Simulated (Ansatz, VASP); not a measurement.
**Two plane-wave programs on ZrB2**

Contents of INCAR:

```
SYSTEM = ZrB2
ALGO = Normal ; EDIFF = 1E-7
ENCUT = 520 ; ISIF = 2
ISMEAR = 0 ; LASPH = .TRUE.
LCHARG = .FALSE. ; LREAL = .FALSE.
LWAVE = .FALSE. ; NBANDS = 16
NELM = 80 ; PREC = Accurate
SIGMA = 0.15
```

Contents of KPOINTS:

```
k-points
0
G
  15 15 12
  0 0 0
```

The input POSCAR:

```
ZrB2
1.0
    3.1952000000      0.0000000000      0.0000000000
   -1.5976000000      2.7671243702      0.0000000000
    0.0000000000      0.0000000000      3.4308000000
Zr B
1 2
Direct
    0.0000000000      0.0000000000      0.0000000000
    0.3333333333      0.6666666667      0.5000000000
    0.6666666667      0.3333333333      0.5000000000
```

Input for Ansatz:

```yaml
crystal:
  lattice:
    - [3.1952, 0.0, 0.0]
    - [-1.5976, 2.7671243702, 0.0]
    - [0.0, 0.0, 3.4308]
  atoms:
    - { symbol: Zr, position: [0.0, 0.0, 0.0] }
    - { symbol: B, position: [0.3333333333, 0.6666666667, 0.5] }
    - { symbol: B, position: [0.6666666667, 0.3333333333, 0.5] }
basis:
  ecutwfc: 520.0
kpoints:
  mp_grid: { grid: [15, 15, 12] }
hamiltonian:
  xc: lda
  pseudopotentials: { kind: paw }
scf:
  occupations: { method: gaussian, width: 0.15 }
output:
  forces: true
  stress: true
  eigenvalues: true
```

Alike in both runs: task single point; functional LDA; k mesh 15 × 15 × 12; occupations gaussian, width 0.15 eV; no spin polarisation.

|  | VASP | Ansatz |
| --- | --- | --- |
| version | VASP 6.6.1 | Ansatz 0.2.0 |
| potentials or method | VASP PAW LDA potentials, release 64 (Zr_sv, B), cutoff 520 eV | scalar-relativistic, plane waves, PAW |
| valence electrons in the cell | 18 | 18 |

Ansatz gave:

- gap on the k mesh at the Fermi level (eV): none
- pressure (GPa): -6.1
- traceless stress, the component that is largest in VASP (GPa): 8.44

Q: Which values does VASP return?

A: gap on the k mesh at the Fermi level (eV): none; pressure (GPa): -5.6; traceless stress, the component that is largest in VASP (GPa): 8.47.

LDA's correlation is that of Perdew and Zunger in VASP and of Perdew and Wang (1992) in Ansatz. A gap of «none» marks a metal or a gap that the smearing closes.
